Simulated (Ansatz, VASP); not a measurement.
**One calculation of Al6Pt, two programs**

```xyz
7
Lattice="7.7972 0.0000 0.0000 -3.8986 6.7526 0.0000 0.0000 0.0000 2.7746" Properties=species:S:1:pos:R:3 pbc="T T T"
Al    2.5815    0.0000    0.0000
Al   -1.2907    2.2356    0.0000
Al    2.6079    4.5170    0.0000
Al    5.2158    0.0000    0.0000
Al   -2.6079    4.5170    0.0000
Al    1.2907    2.2356    0.0000
Pt    0.0000    0.0000    1.3873
```

Alike in both runs: functional PBE; k mesh 3 × 3 × 6; occupations gaussian, width 0.1 eV; no spin polarisation.

Ansatz relaxed the structure, and its values are those at the end. VASP's run is a single point on that final structure, the one shown.

```csv
,VASP,Ansatz
version,VASP 6.6.1,Ansatz 0.2.0
potentials or method,"VASP PAW PBE potentials, release 64 (Al, Pt), cutoff 500 eV","scalar-relativistic, plane waves, PAW"
valence electrons in the cell,28,36
```

Ansatz gave:

| Quantity | Value |
| --- | --- |
| gap on the k mesh at the Fermi level (eV) | none |
| pressure (GPa) | 0.0 |
| rms of the force components (eV/Å) | 0.007 |

Which values does VASP return?

gap on the k mesh at the Fermi level (eV): none; pressure (GPa): -0.1; rms of the force components (eV/Å): 0.005.

A gap of «none» marks a metal or a gap that the smearing closes. The functional is the same, so the differences come from potentials, cutoffs and numerics. VASP's potentials hold 28 valence electrons a cell and Ansatz's 36, so a difference there can come from the potentials and not from the codes.

The k mesh is coarse, so the values compare programs but aren't converged. Spin-orbit coupling is off throughout.
